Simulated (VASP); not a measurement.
Runs of VASP 6.6.1 on Sb. The structure is that of space group I4_1/amd (No. 141), or close to it. The cells are those of the table. 

```tsv
cell	k mesh	gap on the mesh (eV)	pressure (GPa)
a = 4.406, b = 4.406, c = 4.427 Å, angles 97.1, 97.1, 138.7°, 2 atoms	12 × 12 × 8	none	(b)
a = 4.598, b = 4.598, c = 4.620 Å, angles 97.1, 97.1, 138.7°, 2 atoms	11 × 11 × 8	none	-0.1
a = 4.598, b = 4.598, c = 4.620 Å, angles 97.1, 97.1, 138.7°, 2 atoms	12 × 12 × 8	none	-0.1
a = 4.598, b = 4.598, c = 4.620 Å, angles 97.1, 97.1, 138.7°, 2 atoms	18 × 18 × 12	none	-0.1
a = 4.775, b = 4.775, c = 4.798 Å, angles 97.1, 97.1, 138.7°, 2 atoms	12 × 12 × 8	none	-4.5
a = 4.536, b = 4.536, c = 4.558 Å, angles 97.1, 97.1, 138.7°, 2 atoms	12 × 12 × 8	none	(a)
a = 4.658, b = 4.658, c = 4.681 Å, angles 97.1, 97.1, 138.7°, 2 atoms	12 × 12 × 8	none	-1.9
a = 4.472, b = 4.472, c = 4.493 Å, angles 97.1, 97.1, 138.7°, 2 atoms	12 × 12 × 8	none	5.2
```

Alike in all rows: task single point; level RPBE; potentials or basis VASP PAW PBE potentials, release 64 (Sb); no spin polarisation; cutoff (eV) 520; smearing fermi-dirac 0.1 eV.

Q: Estimate the missing entries.

A: (a) 2.3; (b) 8.9.

Caveats: the PAW data sets were made with another functional, which shifts forces and pressure a little; spin-orbit coupling is left out, which moves the levels of the heavy elements; the cell stands under pressure (at least some runs); the cell stands under tension (at least some runs).

A k mesh can miss the band edges, and the runs leave out spin-orbit coupling on Sb.

A gap of «none» marks levels without a gap at the run's occupations.
